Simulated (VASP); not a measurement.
# MgSc2C2 (I4/mmm) in VASP: further runs

MgSc2C2 is run at these levels: PBE; tasks: single point.

Program: VASP 6.6.1. These are calculated values, not measurements. Logs are shortened: lines on timing, memory, paths and dates and some standing lists are left out, and cuts for length are marked.

### Step 1. The cell of the first run

The structure is tetragonal, space group I4/mmm (No. 139). Conventional cell: a = 3.643 Å, b = 3.643 Å, c = 12.070 Å, α = 90.00°, β = 90.00°, γ = 90.00°. Within 4.1 Å of Mg (site symmetry 4/mmm) lie 8 C at 3.10 Å and 8 Sc at 3.52 Å and 4 Mg at 3.64 Å. Sc (site symmetry -4m2) has 4 C at 2.24 Å and 4 Sc at 2.58 Å within 3.0 Å. C (site symmetry 4mm) has 4 Sc at 2.24 Å within 3.0 Å.

### Step 2. Single point, PBE

INCAR

```
PREC     = Accurate       # precision mode
ENCUT    = 520            # plane-wave cutoff, eV
EDIFF    = 1E-6           # SCF threshold, eV
ISMEAR   = 0              # smearing method
SIGMA    = 0.1            # smearing width, eV
LREAL    = F              # projectors in reciprocal space
LASPH    = T              # aspherical terms in the spheres
NELM     = 100            # most SCF steps
ALGO     = Normal         # electronic algorithm
ISIF     = 2              # what is computed and relaxed
LWAVE    = F              # write WAVECAR
LCHARG   = T              # write CHGCAR
GGA      = PE             # functional
LELF     = T              # ELF
LVHAR    = T            
NBANDS   = 24             # bands
```

KPOINTS

```
regular mesh
0
Gamma
  6 6 6
```

POSCAR

```
MgSc2C2
1.0
   -1.8217354200      1.8217354200      6.0349470800
    1.8217354200     -1.8217354200      6.0349470800
    1.8217354200      1.8217354200     -6.0349470800
Mg Sc C
1 2 2
Direct
    0.0000000000      0.0000000000      0.0000000000
    0.7500000000      0.2500000000      0.5000000000
    0.2500000000      0.7500000000      0.5000000000
    0.6421955200      0.6421955200      0.0000000000
    0.3578044800      0.3578044800      0.0000000000
```

Potentials or basis: VASP PAW PBE potentials, release 64 (Mg, Sc_sv, C).

Command:

```console
$ cat potpaw_PBE.64/Mg/POTCAR potpaw_PBE.64/Sc_sv/POTCAR potpaw_PBE.64/C/POTCAR > POTCAR
$ mpirun -np 1 vasp_std > vasp.out
```

OUTCAR:

```text
PREC = Accurate
   ENCUT = 520
   EDIFF = 1E-6
   ISMEAR = 0
   LREAL = F
   LASPH = T
   NELM = 100
   ISIF = 2
   GGA = PE

 ion  position               nearest neighbor table
   1  0.000  0.000  0.000-   2 3.52   3 3.52   2 3.52   3 3.52   2 3.52   3 3.52   2 3.52   3 3.52

   2  0.750  0.250  0.500-   5 2.24   4 2.24   5 2.24   4 2.24   3 2.58   3 2.58   3 2.58   3 2.58
                             1 3.52   1 3.52   1 3.52   1 3.52
   3  0.250  0.750  0.500-   5 2.24   4 2.24   5 2.24   4 2.24   2 2.58   2 2.58   2 2.58   2 2.58
                             1 3.52   1 3.52   1 3.52   1 3.52
   4  0.642  0.642  0.000-   3 2.24   2 2.24   2 2.24   3 2.24
   5  0.358  0.358  0.000-   2 2.24   3 2.24   3 2.24   2 2.24

  LATTYP: Found a body centered tetragonal cell.
 ALAT       =     3.6434708400
 C/A-ratio  =     3.3127461945

  Lattice vectors:

 A1 = (  -1.8217354200,   1.8217354200,   6.0349470800)
 A2 = (   1.8217354200,  -1.8217354200,   6.0349470800)
 A3 = (   1.8217354200,   1.8217354200,  -6.0349470800)

Analysis of symmetry for initial positions (statically):
=====================================================================
 Subroutine PRICEL returns:
 Original cell was already a primitive cell.

 Routine SETGRP: Setting up the symmetry group for a
 body centered tetragonal supercell.

 Subroutine GETGRP returns: Found 16 space group operations
 (whereof 16 operations were pure point group operations)
 out of a pool of 16 trial point group operations.

The static configuration has the point symmetry D_4h.

Analysis of symmetry for dynamics (positions and initial velocities):
=====================================================================
 Subroutine PRICEL returns:
 Original cell was already a primitive cell.

 Routine SETGRP: Setting up the symmetry group for a
 body centered tetragonal supercell.

 Subroutine GETGRP returns: Found 16 space group operations
 (whereof 16 operations were pure point group operations)
 out of a pool of 16 trial point group operations.

The dynamic configuration has the point symmetry D_4h.

 Subroutine INISYM returns: Found 16 space group operations
 (whereof 16 operations are pure point group operations),
 and found     1 'primitive' translations

----------------------------------------------------------------------------------------

                                     Primitive cell

  volume of cell :      80.1132

  direct lattice vectors                    reciprocal lattice vectors
    -1.821735420  1.821735420  6.034947080     0.000000000  0.274463566  0.082850768
     1.821735420 -1.821735420  6.034947080     0.274463566  0.000000000  0.082850768
     1.821735420  1.821735420 -6.034947080     0.274463566  0.274463566  0.000000000

  length of vectors
     6.561861484  6.561861484  6.561861484     0.286695830  0.286695830  0.388150098

  position of ions in fractional coordinates (direct lattice)
     0.000000000  0.000000000  0.000000000
     0.750000000  0.250000000  0.500000000
     0.250000000  0.750000000  0.500000000
     0.642195520  0.642195520  0.000000000
     0.357804480  0.357804480  0.000000000

  ion indices of the primitive-cell ions
   primitive index   ion index
                 1           1
                 2           2
                 3           3
                 4           4
                 5           5

----------------------------------------------------------------------------------------

 KPOINTS: regular mesh

Automatic generation of k-mesh.
 Grid dimensions read from file:
 generate k-points for:    6    6    6

 Generating k-lattice:

  Cartesian coordinates                     Fractional coordinates (reciprocal lattice)
     0.000000000  0.045743928  0.013808461     0.166666667  0.000000000  0.000000000
     0.045743928  0.000000000  0.013808461     0.000000000  0.166666667  0.000000000
     0.045743928  0.045743928  0.000000000     0.000000000  0.000000000  0.166666667

  Length of vectors
     0.047782638  0.047782638  0.064691683

  Shift w.r.t. Gamma in fractional coordinates (k-lattice)
     0.000000000  0.000000000  0.000000000

 Subroutine IBZKPT returns following result:
 ===========================================

 Found     30 irreducible k-points:

 Following reciprocal coordinates:
            Coordinates               Weight
  0.000000  0.000000  0.000000      1.000000
  0.166667  0.000000 -0.000000      8.000000
  0.333333  0.000000 -0.000000      8.000000
  0.500000  0.000000 -0.000000      4.000000
  0.166667  0.166667 -0.000000      8.000000
  0.333333  0.166667 -0.000000     16.000000
[... 16 lines left out ...]
 -0.333333 -0.333333  0.166667      8.000000
 -0.166667 -0.333333  0.166667      8.000000
 [... further k-points ...]
   k-points           NKPTS =     30   k-points in BZ     NKDIM =     30   number of bands    NBANDS=     24
   number of dos      NEDOS =    301   number of ions     NIONS =      5
   total plane-waves  NPLWV = 125000
   dimension x,y,z NGX =    50 NGY =   50 NGZ =   50
   dimension x,y,z NGXF=   100 NGYF=  100 NGZF=  100
   ions per type =               1   2   2
   NGX,Y,Z   is equivalent  to a cutoff of  12.67, 12.67, 12.67 a.u.
   NGXF,Y,Z  is equivalent  to a cutoff of  25.34, 25.34, 25.34 a.u.
 SYSTEM =  unknown system
   PREC   = accura    normal or accurate (medium, high low for compatibility)
   ISTART =      0    job   : 0-new  1-cont  2-samecut
   ICHARG =      2    charge: 1-file 2-atom 10-const
   ISPIN  =      1    spin polarized calculation?
   LNONCOLLINEAR =      F non collinear calculations
   LSORBIT =      F    spin-orbit coupling
   LASPH  =      T    aspherical Exc in radial PAW
   ENCUT  =  520.0 eV  38.22 Ry    6.18 a.u.  12.20 12.20 12.20*2*pi/ulx,y,z
   NELM   =    100;   NELMIN=  2; NELMDL= -5     # of ELM steps
   EDIFF  = 0.1E-05   stopping-criterion for ELM
   LREAL  =      F    real-space projection
   EDIFFG = 0.1E-04   stopping-criterion for IOM
   NSW    =      0    number of steps for IOM
   IBRION =     -1    ionic relax: 0-MD 1-quasi-New 2-CG
   NFREE  =      0    steps in history (QN), initial steepest desc. (CG)
   ISIF   =      2    stress and relaxation
   ISYM   =      2    0-nonsym 1-usesym 2-fastsym
   POTIM  = 0.5000    time-step for ionic-motion
   TEBEG  =    0.0;   TEEND  =   0.0 temperature during run
   PSTRESS=    0.0 pullay stress
   NELECT =      32.0000    total number of electrons
   NUPDOWN=      -1.0000    fix difference up-down
   EMIN   =  10.00;   EMAX   =-10.00  energy-range for DOS
   EFERMI =   0.00;   METHOD = LEGACY
   ISMEAR =     0;   SIGMA  =   0.10  broadening in eV -4-tet -1-fermi 0-gaus
   EFERMI_NEDOS =   21; number of points for ismear=-14 and -15
   IALGO  =     38    algorithm
   IMIX   =      4    mixing-type and parameters
     AMIX     =   0.40;   BMIX     =  1.00
     AMIX_MAG =   1.60;   BMIX_MAG =  1.00
  volume/ion in A,a.u.               =      16.02       108.13
  Fermi-wavevector in a.u.,A,eV,Ry     =   1.205656  2.278360 19.777521  1.453607
  Thomas-Fermi vector in A             =   2.341346
   LORBIT       =      0    0 simple, 1 ext, 2 COOP (PROOUT), +10 PAW based schemes
   GGA     = PE    functional components
   LHFCALC =     F    Hartree Fock is set to
   AEXX    =    0.0000 exact exchange contribution
   IVDW    =     0    specifies the selected vdW correction
   LEPSILON=     F    determine dielectric tensor
   LRPA    =     F    only Hartree local field effects (RPA)
 non-spin polarized calculation
 Gauss-broadening in eV      SIGMA  =   0.10
  energy-cutoff  :      520.00
  volume of cell :       80.11
 maximum number of plane-waves:      2195
 NGX is ok and might be reduce to    50
   NGX = 25   NGY = 25   NGZ = 25

 number of electron      32.0000001 magnetization

 Free energy of the ion-electron system (eV)
  ---------------------------------------------------
  ext. energy  EPLUGINS =         0.00000000
  ---------------------------------------------------
  free energy    TOTEN  =       -28.62136916 eV

  energy without entropy =      -28.60123284  energy(sigma->0) =      -28.61130100

 E-fermi :   3.5557     XC(G=0):  -9.9938

 val. band max:        3.5246337615   @ k =  -0.1667  -0.3333   0.1667
 cond. band min:       3.5651653504   @ k =  -0.3333  -0.3333   0.3333
 fundamental gap:      0.0405315889
 Fermi energy:         3.5557172672

 k-point     1 :       0.0000    0.0000    0.0000
  band No.  band energies     occupation
      1     -45.0173      2.00000
      2     -44.4519      2.00000
      3     -24.2718      2.00000
      4     -24.2718      2.00000
      5     -23.5765      2.00000
      6     -23.0582      2.00000
[... 16 lines left out ...]
     23       8.8849      0.00000
     24       9.6031      0.00000

 k-point     2 :       0.1667    0.0000   -0.0000
  band No.  band energies     occupation
      1     -44.9792      2.00000
      2     -44.4895      2.00000
      3     -24.2093      2.00000
      4     -24.1862      2.00000
      5     -23.5391      2.00000
      6     -23.0915      2.00000
[... 16 lines left out ...]
     23       8.5586      0.00000
     24       9.1375      0.00000

 k-point     3 :       0.3333    0.0000   -0.0000
  band No.  band energies     occupation
      1     -44.8753      2.00000
      2     -44.5925      2.00000
      3     -24.0183      2.00000
      4     -23.9475      2.00000
      5     -23.4389      2.00000
      6     -23.3309      2.00000
[... 16 lines left out ...]
     23       7.5689      0.00000
     24       8.5656      0.00000

 k-point     4 :       0.5000    0.0000   -0.0000
  band No.  band energies     occupation
      1     -44.7337      2.00000
      2     -44.7337      2.00000
      3     -23.7065      2.00000
      4     -23.7065      2.00000
      5     -23.6082      2.00000
      6     -23.6082      2.00000
[... 16 lines left out ...]
     23       7.4972      0.00000
     24       8.5770      0.00000

 k-point     5 :       0.1667    0.1667   -0.0000
  band No.  band energies     occupation
      1     -44.9457      2.00000
      2     -44.5215      2.00000
      3     -24.3612      2.00000
      4     -23.9030      2.00000
      5     -23.5063      2.00000
      6     -23.3452      2.00000
[... 16 lines left out ...]
     23       8.5275      0.00000
     24       8.8333      0.00000

 k-point     6 :       0.3333    0.1667   -0.0000
  band No.  band energies     occupation
      1     -44.8546      2.00000
      2     -44.6095      2.00000
      3     -24.3465      2.00000
      4     -23.7720      2.00000
      5     -23.5390      2.00000
      6     -23.4180      2.00000
[... 16 lines left out ...]
     23       7.8114      0.00000
     24       8.4299      0.00000
[... 379 lines left out ...]
 k-point    21 :      -0.3333    0.5000    0.1667
  band No.  band energies     occupation
      1     -44.8546      2.00000
      2     -44.6095      2.00000
      3     -24.3465      2.00000
      4     -23.7720      2.00000
      5     -23.5390      2.00000
      6     -23.4181      2.00000
[... 16 lines left out ...]
     23       7.8734      0.00000
     24       9.0669      0.00000

 k-point    22 :      -0.1667    0.5000    0.1667
  band No.  band energies     occupation
      1     -44.8753      2.00000
      2     -44.5925      2.00000
      3     -24.0183      2.00000
      4     -23.9475      2.00000
      5     -23.4390      2.00000
      6     -23.3309      2.00000
[... 16 lines left out ...]
     23       7.5045      0.00000
     24       8.9805      0.00000

 k-point    23 :      -0.3333   -0.3333    0.1667
  band No.  band energies     occupation
      1     -44.9457      2.00000
      2     -44.5215      2.00000
      3     -24.3612      2.00000
      4     -23.9031      2.00000
      5     -23.5065      2.00000
      6     -23.3452      2.00000
[... 16 lines left out ...]
     23       8.4437      0.00000
     24       8.5311      0.00000

 k-point    24 :      -0.1667   -0.3333    0.1667
  band No.  band energies     occupation
      1     -44.9792      2.00000
      2     -44.4895      2.00000
      3     -24.2093      2.00000
      4     -24.1862      2.00000
      5     -23.5393      2.00000
      6     -23.0914      2.00000
[... 16 lines left out ...]
     23       8.4705      0.00000
     24       8.9434      0.00000

 [... further k-points ...]
[... 5 lines left out ...]
  --------------------------------------------------------------------------------------
  -------------------------------------------------------------------------------------
  Total        8.8100885      8.8100885     -8.1230593      0.0000000     -0.0000000      0.0000000
  in kB      176.1922466    176.1922466   -162.4524038      0.0000000     -0.0000000      0.0000000
  external PRESSURE =      63.3106965 kB  Pullay stress =       0.0000000 kB

 VOLUME and BASIS-vectors are now :
 -----------------------------------------------------------------------------
  energy-cutoff  :      520.00
  volume of cell :       80.11
      direct lattice vectors                 reciprocal lattice vectors
    -1.821735420  1.821735420  6.034947080     0.000000000  0.274463566  0.082850768
     1.821735420 -1.821735420  6.034947080     0.274463566  0.000000000  0.082850768
     1.821735420  1.821735420 -6.034947080     0.274463566  0.274463566  0.000000000

 POSITION                                       TOTAL-FORCE (eV/Angst)
 -----------------------------------------------------------------------------------
      0.00000      0.00000      0.00000         0.000000      0.000000      0.000000
     -0.00000      1.82174      3.01747         0.000000      0.000000      0.000000
      1.82174     -0.00000      3.01747         0.000000      0.000000      0.000000
      0.00000      0.00000      7.75123        -0.000000     -0.000000      0.473513
      0.00000      0.00000      4.31866         0.000000      0.000000     -0.473513
 -----------------------------------------------------------------------------------
    total drift:                               -0.000000     -0.000000      0.000000

  FREE ENERGIE OF THE ION-ELECTRON SYSTEM (eV)
  ---------------------------------------------------
  free  energy   TOTEN  =       -28.6213691614 eV

  energy  without entropy=      -28.6012328441  energy(sigma->0) =      -28.61130100
```

Run time: 1.7 min. Hardware: 1 thread of Intel Xeon 6975P-C (Granite Rapids), shared host; peak memory 0.37 GiB.

Results:

```
Free energy            : -28.6214 eV
Pressure               : 6.3 GPa
Largest force          : 0.474 eV/Å
Band gap on the k mesh : zero (band 16 reaches 3.72 eV, above the bottom of band 17 at 3.51 eV)
```

Forces in eV/Å, atoms in the order of the input:
```
Mg   0.000  0.000  0.000
Sc   0.000  0.000  0.000
Sc   0.000  0.000  0.000
C    0.000  0.000  0.474
C    0.000  0.000 -0.474
```

Caveat: the k points lie up to 0.41 Å⁻¹ apart.

### Step 3. Single point, PBE

This run uses another cell than the first one, of 17.83 Å³/atom, 1.113 times its volume.

INCAR

```
SYSTEM = MgSc2C2
PREC = Accurate ; ENCUT = 520
EDIFF = 1E-7 ; ISMEAR = 0
SIGMA = 0.1 ; LREAL = .False.
LASPH = .True. ; NELM = 60
ALGO = Normal ; ISIF = 2
LWAVE = .False. ; LCHARG = .False.
GGA = PE ; NBANDS = 24
```

KPOINTS

```
Automatic mesh
0
Gamma
  6 6 6
  0 0 0
```

POSCAR

```
MgSc2C2
1.0
   -2.1014796240      2.1014796240      5.0460242883
    2.1014796240     -2.1014796240      5.0460242883
    2.1014796240      2.1014796240     -5.0460242883
Mg Sc C
1 2 2
Direct
    0.0000000000      0.0000000000      0.0000000000
    0.7500000000      0.2500000000      0.5000000000
    0.2500000000      0.7500000000      0.5000000000
    0.6698919083      0.6698919083      0.0000000000
    0.3301080917      0.3301080917      0.0000000000
```

Potentials or basis: VASP PAW PBE potentials, release 64 (Mg, Sc_sv, C).

Command:

```console
$ cat potpaw_PBE.64/Mg/POTCAR potpaw_PBE.64/Sc_sv/POTCAR potpaw_PBE.64/C/POTCAR > POTCAR
$ mpirun -np 1 vasp_std > vasp.out
```

Wall time 77 s (1 thread of Intel Xeon 6975P-C (Granite Rapids), shared host); peak memory 0.34 GiB.

The run converged. Its results:

| Property | Result |
| --- | --- |
| Free energy | -30.4212 eV |
| Pressure | 0.3 GPa |
| Largest force | 0.041 eV/Å |
| Band gap on the k mesh | zero (band 16 reaches 2.83 eV, above the bottom of band 17 at 2.25 eV) |

Forces on the atoms (eV/Å):
```
Mg   0.000  0.000  0.000
Sc   0.000  0.000  0.000
Sc   0.000  0.000  0.000
C    0.000  0.000 -0.041
C    0.000  0.000  0.041
```

Stress tensor (GPa, compression positive):
```
 0.40  0.00  0.00
 0.00  0.40  0.00
 0.00  0.00 -0.04
```

Levels at points of the mesh, in eV from the Fermi level:
```tsv
k point	band 13	band 14	band 15	band 16	band 17	band 18	band 19	band 20
(0.00, 0.00, 0.00)	-1.28	-1.28	-0.39	-0.39	-0.18	0.83	3.73	4.27
(0.50, 0.00, 0.00)	-1.36	-1.02	-0.84	-0.57	0.61	1.54	2.15	2.43
(0.50, 0.50, 0.00)	-2.08	-1.24	-0.95	-0.72	0.79	1.05	1.67	2.71
(0.50, 0.50, 0.50)	-0.95	-0.69	-0.69	-0.56	0.86	1.95	2.15	2.64
```
